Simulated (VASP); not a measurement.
A run of VASP 6.6.1 is set up as follows.

The input INCAR:

```
ALGO = Normal ; EDIFF = 1E-6
ENCUT = 520 ; ISIF = 2
ISMEAR = -1 ; LASPH = T
LCHARG = F ; LREAL = F
LWAVE = F ; NBANDS = 27
NELM = 80 ; PREC = Accurate
SIGMA = 0.05
```

KPOINTS

```
k-points
0
Gamma
  5 5 5
```

Contents of POSCAR:

```
S
1.0
    5.1053805860      2.9475928557      1.3474983237
   -5.1053805860      2.9475928557      1.3474983237
    0.0000000000     -5.8951857113      1.3474983237
S
6
Direct
    0.5887737003      0.3444837756      0.2313645659
    0.2313645659      0.5887737003      0.3444837756
    0.3444837756      0.2313645659      0.5887737003
    0.4112262997      0.6555162244      0.7686354341
    0.7686354341      0.4112262997      0.6555162244
    0.6555162244      0.7686354341      0.4112262997
```

Potentials or basis: VASP PAW LDA potentials, release 64 (S).

Run with:

```sh
$ cat potpaw_LDA.64/S/POTCAR > POTCAR
$ mpirun -np 1 vasp_std > vasp.out
```

(1) Estimate the largest force.

(2) What does it give for the pressure?

## Answers

(1) 0.130 eV/Å.

(2) -0.6 GPa.
